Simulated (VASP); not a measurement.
# TeW (Fm-3m) in VASP: a series of runs, part 2 of 2

VASP 6.6.1. The steps go on from the part before.

### Step 3. Single point, PBE

This run uses another cell than the first one, of 22.71 Å³/atom, 1.038 times its volume.

The input, INCAR:

```
SYSTEM = TeW
  PREC = Accurate
  ENCUT = 520
  EDIFF = 1E-6
  ISMEAR = 0
  SIGMA = 0.1
  LREAL = .False.
  LASPH = .True.
  NELM = 100
  ALGO = Normal
  ISIF = 2
  LWAVE = .False.
  LCHARG = .False.
  GGA = PE
  NBANDS = 17
```

The input, KPOINTS:

```
Automatic mesh
0
Gamma
  14 14 14
  0 0 0
```

The input, POSCAR:

```
TeW
1.0
    0.0000000000      2.8320154625      2.8320154625
    2.8320154625      0.0000000000      2.8320154625
    2.8320154625      2.8320154625      0.0000000000
W Te
1 1
Direct
    0.0000000000      0.0000000000      0.0000000000
    0.5000000000      0.5000000000      0.5000000000
```

Potentials or basis: VASP PAW PBE potentials, release 64 (W_sv, Te).

The run is started by

```console
cat potpaw_PBE.64/W_sv/POTCAR potpaw_PBE.64/Te/POTCAR > POTCAR
mpirun -np 1 vasp_std > vasp.out
```

It took 27 s on 1 thread of Intel Xeon 6975P-C (Granite Rapids), shared host; peak memory 0.22 GiB.

Results (log left out):

| Property | Result |
| --- | --- |
| Free energy | -13.0613 eV |
| Pressure | -4.1 GPa |
| Band gap on the k mesh | zero (band 10 reaches 9.73 eV, above the bottom of band 11 at 8.05 eV) |

Levels at points of the mesh, in eV from the Fermi level:
| k point | band 7 | band 8 | band 9 | band 10 | band 11 | band 12 | band 13 | band 14 |
| --- | --- | --- | --- | --- | --- | --- | --- | --- |
| (0.00, 0.00, 0.00) | -1.55 | -1.55 | -1.34 | -1.34 | -1.34 | -1.22 | -1.22 | 2.32 |
| (0.50, 0.00, 0.00) | -4.60 | -4.60 | 0.00 | 0.00 | 0.17 | 2.39 | 4.85 | 4.85 |
| (0.50, 0.50, 0.00) | -3.20 | -3.20 | -2.91 | -0.49 | -0.48 | 0.60 | 0.60 | 2.23 |

Caveat: spin-orbit coupling is left out, which moves the levels of the heavy elements.

### Step 4. Relaxation of cell and atoms, PBE, collinear spin, ferromagnetic start

This run uses another cell than the first one, of 20.59 Å³/atom, 0.941 times its volume.

The input, INCAR:

```
ALGO     = Normal         # electronic algorithm
EDIFF    = 1E-6           # SCF threshold, eV
EDIFFG   = -0.05          # ionic threshold
ENCUT    = 600            # plane-wave cutoff, eV
GGA      = PE             # functional
IBRION   = 2              # ionic algorithm
ISIF     = 3              # what is computed and relaxed
ISMEAR   = 0              # smearing method
ISPIN    = 2              # spin polarisation
LASPH    = T              # aspherical terms in the spheres
LCHARG   = F              # write CHGCAR
LMAXMIX  = 4              # l up to which the mixer works
LORBIT   = 11             # projections on sites
LREAL    = F              # projectors in reciprocal space
LWAVE    = F              # write WAVECAR
MAGMOM   = 1.51 0         # initial moments
NELM     = 150            # most SCF steps
NSW      = 100            # ionic steps
PREC     = Accurate       # precision mode
SIGMA    = 0.1            # smearing width, eV
```

The input, KPOINTS:

```
k-points
0
Gamma
  6 6 6
```

The input, POSCAR:

```
TeW
1.0
    0.0000000000      2.7406921582      2.7406921582
    2.7406921582      0.0000000000      2.7406921582
    2.7406921582      2.7406921582      0.0000000000
W Te
1 1
Direct
    0.0000000000      0.0000000000      0.0000000000
    0.5000000000      0.5000000000      0.5000000000
```

The run is started by

```console
cat potpaw_PBE.64/W_sv/POTCAR potpaw_PBE.64/Te/POTCAR > POTCAR
mpirun -np 1 vasp_std > vasp.out
```

It took 74 s on 1 thread of Intel Xeon 6975P-C (Granite Rapids), shared host; peak memory 0.23 GiB.

The run converged. Its results:

* Free energy: -13.2059 eV
* Relaxed volume: 22.64 Å³/atom
* Relaxed cell: a = 4.001 Å, b = 4.001 Å, c = 4.001 Å, α = 60.00°, β = 60.00°, γ = 60.00°
* Space group after relaxing (to 0.05 Å): Fm-3m (No. 225)
* Energy gained by relaxing: 76.0 meV/atom
* Ionic steps: 4
* Pressure after relaxing: -0.1 GPa
* Net moment: 2.17 μB per cell
* Site moments: W +1.75; Te -0.03 μB
* Valence electrons inside the program's atomic spheres: W 11.90; Te 3.44

The path:
```
step  energy change (eV)  largest force (eV/Å)  pressure (GPa)  volume (Å³)
   1              0.0000                0.0000            9.55        41.17
   2             -0.0815                0.0000           -5.68        48.93
   3             -0.1495                0.0000           -1.19        45.87
   4             -0.1519                0.0000           -0.12        45.28
```

Final structure:
```cif
data_structure
_symmetry_space_group_name_H-M 'P 1'
_symmetry_Int_Tables_number 1
_cell_length_a 4.0007
_cell_length_b 4.0007
_cell_length_c 4.0007
_cell_angle_alpha 60.000
_cell_angle_beta 60.000
_cell_angle_gamma 60.000
_cell_volume 45.28
loop_
_atom_site_label
_atom_site_type_symbol
_atom_site_fract_x
_atom_site_fract_y
_atom_site_fract_z
_atom_site_occupancy
W1 W 0.00000 0.00000 0.00000 1
Te1 Te 0.50000 0.50000 0.50000 1
```

Levels at points of the mesh, in eV from the Fermi level:
Spin up:
```
           k point  band 7  band 8  band 9  band 10  band 11  band 12  band 13  band 14  band 15
(0.00, 0.00, 0.00)   -2.10   -2.10   -1.68    -1.68    -1.43    -1.43    -1.43     2.03     6.46
(0.50, 0.00, 0.00)   -4.89   -4.89   -0.61    -0.61    -0.43     2.18     4.57     4.57     4.72
(0.50, 0.50, 0.00)   -3.40   -3.34   -3.34    -0.96    -0.96    -0.05    -0.05     1.82     8.38
```
Spin down:
```csv
k point,band 7,band 8,band 9,band 10,band 11,band 12
"(0.00, 0.00, 0.00)",-1.37,-1.37,-0.88,-0.88,-0.88,-0.64
"(0.50, 0.00, 0.00)",-4.37,-4.37,0.82,0.82,0.97,2.52
"(0.50, 0.50, 0.00)",-3.18,-3.18,-2.39,0.08,0.13,1.50
```

Caveat: spin-orbit coupling is left out, which moves the levels of the heavy elements.

### Step 5. Single point, PBE, collinear spin, ferromagnetic start

This run uses another cell than the first one, of 22.71 Å³/atom, 1.038 times its volume.

The input, INCAR:

```
SYSTEM = TeW
  ALGO = Normal
  EDIFF = 1E-6
  ENCUT = 520
  GGA = PE
  ISIF = 2
  ISMEAR = 0
  ISPIN = 2
  LASPH = .TRUE.
  LCHARG = .FALSE.
  LMAXMIX = 4
  LORBIT = 11
  LREAL = .FALSE.
  LWAVE = .FALSE.
  MAGMOM = 0.5 0
  NBANDS = 21
  NELM = 150
  PREC = Accurate
  SIGMA = 0.1
```

The input, KPOINTS:

```
k-points
0
G
  14 14 14
  0 0 0
```

The input, POSCAR:

```
TeW
1.0
    0.0000000000      2.8320154625      2.8320154625
    2.8320154625      0.0000000000      2.8320154625
    2.8320154625      2.8320154625      0.0000000000
W Te
1 1
Direct
    0.0000000000      0.0000000000      0.0000000000
    0.5000000000      0.5000000000      0.5000000000
```

The run is started by

```console
cat potpaw_PBE.64/W_sv/POTCAR potpaw_PBE.64/Te/POTCAR > POTCAR
mpirun -np 1 vasp_std > vasp.out
```

Wall time 7.7 min (1 thread of AMD EPYC 7R13, shared host); peak memory 0.27 GiB.

Results (log left out):

```
Free energy                                           : -13.2114 eV
Pressure                                              : 0.0 GPa
Net moment                                            : 2.25 μB per cell
Site moments                                          : W +1.80; Te -0.03 μB
Valence electrons inside the program's atomic spheres : W 11.90; Te 3.44
```

Levels at points of the mesh, in eV from the Fermi level:
Spin up:
```csv
k point,band 8,band 9,band 10,band 11,band 12,band 13,band 14,band 15
"(0.00, 0.00, 0.00)",-2.11,-1.69,-1.69,-1.44,-1.44,-1.44,1.98,6.45
"(0.50, 0.00, 0.00)",-4.89,-0.63,-0.63,-0.45,2.16,4.54,4.54,4.68
"(0.50, 0.50, 0.00)",-3.34,-3.34,-0.99,-0.97,-0.07,-0.07,1.79,8.34
```
Spin down:
```csv
k point,band 5,band 6,band 7,band 8,band 9,band 10,band 11,band 12,band 13,band 14
"(0.00, 0.00, 0.00)",-13.96,-1.38,-1.38,-1.38,-0.85,-0.85,-0.85,-0.62,-0.62,2.66
"(0.50, 0.00, 0.00)",-12.22,-7.29,-4.35,-4.35,0.85,0.85,1.00,2.52,5.10,5.10
"(0.50, 0.50, 0.00)",-12.43,-5.68,-3.18,-3.18,-2.35,0.09,0.16,1.53,1.53,2.84
```

Caveat: spin-orbit coupling is left out, which moves the levels of the heavy elements.

### Step 6. Relaxation of cell and atoms, PBE

This run uses another cell than the first one, of 22.71 Å³/atom, 1.038 times its volume.

The input, INCAR:

```
ALGO     = Normal         # electronic algorithm
EDIFF    = 1E-6           # SCF threshold, eV
EDIFFG   = -0.01          # ionic threshold
ENCUT    = 600            # plane-wave cutoff, eV
GGA      = PE             # functional
IBRION   = 2              # ionic algorithm
ISIF     = 3              # what is computed and relaxed
ISMEAR   = 0              # smearing method
LASPH    = T              # aspherical terms in the spheres
LCHARG   = F              # write CHGCAR
LREAL    = F              # projectors in reciprocal space
LWAVE    = F              # write WAVECAR
NELM     = 80             # most SCF steps
NSW      = 80             # ionic steps
PREC     = Accurate       # precision mode
SIGMA    = 0.1            # smearing width, eV
```

The input, KPOINTS:

```
k-points
0
Gamma
  14 14 14
```

POSCAR is that of step 5.

Potentials or basis: VASP PAW PBE potentials, release 64 (W_sv, Te).

The run is started by

```console
cat potpaw_PBE.64/W_sv/POTCAR potpaw_PBE.64/Te/POTCAR > POTCAR
mpirun -np 1 vasp_std > vasp.out
```

It took 45 s on 1 thread of Intel Xeon 6975P-C (Granite Rapids), shared host; peak memory 0.25 GiB.

The run converged. Its results:

- Free energy: -13.0828 eV
- Relaxed volume: 21.91 Å³/atom
- Relaxed cell: a = 3.957 Å, b = 3.957 Å, c = 3.957 Å, α = 60.00°, β = 60.00°, γ = 60.00°
- Space group after relaxing (to 0.05 Å): Fm-3m (No. 225)
- Energy gained by relaxing: 10.7 meV/atom
- Ionic steps: 3
- Pressure after relaxing: 0.0 GPa
- Band gap on the k mesh: zero (band 10 reaches 10.23 eV, above the bottom of band 11 at 8.56 eV)

Step by step:
| step | energy change (eV) | largest force (eV/Å) | pressure (GPa) | volume (Å³) |
| --- | --- | --- | --- | --- |
| 1 | 0.0000 | 0.0000 | -4.09 | 45.43 |
| 2 | 0.0197 | 0.0000 | 6.64 | 41.72 |
| 3 | -0.0215 | 0.0000 | -0.05 | 43.82 |

Final structure:
```
CELL_PARAMETERS angstrom
0.00000 2.79816 2.79816
2.79816 0.00000 2.79816
2.79816 2.79816 0.00000
ATOMIC_POSITIONS crystal
W 0.00000 0.00000 0.00000
Te 0.50000 0.50000 0.50000
```

Levels at points of the mesh, in eV from the Fermi level:
```
           k point  band 6  band 7  band 8  band 9  band 10  band 11  band 12  band 13  band 14
(0.00, 0.00, 0.00)   -1.66   -1.66   -1.66   -1.32    -1.32    -1.32    -1.29    -1.29     2.66
(0.50, 0.00, 0.00)   -7.75   -4.76   -4.76   -0.02    -0.02     0.18     2.39     4.91     4.91
(0.50, 0.50, 0.00)   -5.91   -3.27   -3.27   -3.10    -0.51    -0.43     0.63     0.63     2.46
```

Caveat: spin-orbit coupling is left out, which moves the levels of the heavy elements.

### Step 7. Summary

| task | spin | cell | k mesh | cutoff (eV) | gap on the mesh (eV) | pressure (GPa) | moment (μB) | relaxed volume (Å³/atom) |
| --- | --- | --- | --- | --- | --- | --- | --- | --- |
| single point | off | a = 3.956 Å, angles 60.0°, 2 atoms | 14 × 14 × 14 | 520 | none | 0.0 | - | - |
| single point | off | a = 4.005 Å, angles 60.0°, 2 atoms | 14 × 14 × 14 | 520 | none | -4.1 | - | - |
| relaxation of cell and atoms | collinear, ferromagnetic start | relaxed from a = 3.876 Å, angles 60.0°, 2 atoms | 6 × 6 × 6 | 600 | none | -0.1 | 2.17 | 22.64 |
| single point | collinear, ferromagnetic start | a = 4.005 Å, angles 60.0°, 2 atoms | 14 × 14 × 14 | 520 | none | 0.0 | 2.25 | - |
| relaxation of cell and atoms | off | relaxed from a = 4.005 Å, angles 60.0°, 2 atoms | 14 × 14 × 14 | 600 | none | 0.0 | - | 21.91 |

Alike in all rows: level PBE; potentials or basis VASP PAW PBE potentials, release 64 (W_sv, Te); smearing gaussian 0.1 eV.

Caveats: spin-orbit coupling is left out, which moves the levels of the heavy elements.

Total energies depend on the potentials used, so only differences within one code and one set of settings carry meaning.
